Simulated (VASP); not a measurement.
Set up this calculation in VASP 6.6.1, as the native input.

```
Task                   : single point
Functional             : r2SCAN
Potentials or basis    : VASP PAW PBE potentials, release 64 (W_sv)
Cutoff                 : 520 eV
k mesh                 : 20 × 20 × 20
Occupations            : gaussian, width 0.15 eV
Spin                   : no spin polarisation
Dipole correction      : no
Further INCAR settings : ALGO = Normal; EDIFF = 1e-06; NBANDS = 13
```

Crystal: W.

```
CELL_PARAMETERS angstrom
0.00000 1.82700 2.03000
2.03000 0.00000 2.03000
2.03000 1.82700 0.00000
ATOMIC_POSITIONS crystal
W 0.00000 0.00000 0.00000
```

This cell differs from its parent crystal: strain -0.1000 x Voigt [0, 1, 0, 0, 0, 0].

These files were run (other wordings do the same):

POSCAR

```
W
1.0
    0.0000000000      1.8270000000      2.0300000000
    2.0300000000      0.0000000000      2.0300000000
    2.0300000000      1.8270000000      0.0000000000
W
1
Direct
    0.0000000000      0.0000000000      0.0000000000
```

INCAR.step1

```
ALGO = Normal
EDIFF = 1E-4
ENCUT = 520
GGA = PE
ISMEAR = 0
LASPH = True
LCHARG = False
LREAL = False
LWAVE = True
NBANDS = 13
NELM = 80
PREC = Accurate
SIGMA = 0.15
```

INCAR.step2

```
ALGO = Normal
EDIFF = 1E-6
ENCUT = 520
ISIF = 2
ISMEAR = 0
ISTART = 1
LASPH = True
LCHARG = False
LMIXTAU = True
LREAL = False
LWAVE = False
METAGGA = R2SCAN
NBANDS = 13
NELM = 80
PREC = Accurate
SIGMA = 0.15
```

KPOINTS

```
k-points
0
Gamma
  20 20 20
```

Potentials or basis: VASP PAW PBE potentials, release 64 (W_sv).

The run is started by

```bash
$ cat potpaw_PBE.64/W_sv/POTCAR > POTCAR
$ cp INCAR.step1 INCAR
$ mpirun -np 1 vasp_std > vasp.out
$ cp INCAR.step2 INCAR
$ mpirun -np 1 vasp_std > vasp.out
```

It gave:

```json
{"Pressure": "26.7 GPa", "Band gap on the k mesh": "zero (bands 7 and 8 overlap by 5.74 eV)"}
```

Caveat: the cell differs from its parent crystal (strain -0.1000 x Voigt [0, 1, 0, 0, 0, 0]); the stress differs along the axes, from 3 to 38 GPa; the PAW data sets were made with another functional, which shifts forces and pressure a little; spin-orbit coupling is left out, which moves the levels of the heavy elements.

It took 4.4 min on 1 thread of Intel(R) Xeon(R) Platinum 8488C (Sapphire Rapids) (shared host), peak memory 0.24 GiB.
